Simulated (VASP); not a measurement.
A run of VASP 6.6.1 is set up as follows.

Contents of INCAR:

```
SYSTEM = KI
PREC     = Accurate       ! precision mode
ENCUT    = 600            ! plane-wave cutoff, eV
EDIFF    = 1E-7           ! SCF threshold, eV
ISMEAR   = 0              ! smearing method
SIGMA    = 0.02           ! smearing width, eV
LREAL    = .False.        ! projectors in reciprocal space
LASPH    = .True.         ! aspherical terms in the spheres
NELM     = 60             ! most SCF steps
ALGO     = Normal         ! electronic algorithm
ISIF     = 3              ! what is computed and relaxed
LWAVE    = .False.        ! write WAVECAR
LCHARG   = .False.        ! write CHGCAR
GGA      = PE             ! functional
IBRION   = 2              ! ionic algorithm
NSW      = 100            ! ionic steps
EDIFFG   = -0.01          ! ionic threshold
```

The input KPOINTS:

```
regular mesh
0
Gamma
  6 6 4
  0 0 0
```

POSCAR

```
KI
1.0
    4.8969290641      0.0000000000      0.0000000000
    0.0000000000      4.8969290641      0.0000000000
    0.0000000000      0.0000000000      6.9881456137
K I
1 1
Direct
    0.0000000000      0.0000000000      0.5000000000
    0.5000000000      0.5000000000      0.5000000000
```

Potentials or basis: VASP PAW PBE potentials, release 64 (K_sv, I).

Command:

```bash
$ cat potpaw_PBE.64/K_sv/POTCAR potpaw_PBE.64/I/POTCAR > POTCAR
$ mpirun -np 1 vasp_std > vasp.out
```

(1) Predict the space group after relaxing (to 0.1 Å).

(2) Predict the relaxed cell.

Answers

(1) P4/mmm (No. 123).

(2) a = 4.902 Å, b = 4.902 Å, c = 7.074 Å, α = 90.00°, β = 90.00°, γ = 90.00°.

Caveat: the relaxation moved the vacuum too, so the length across it says nothing of the material.
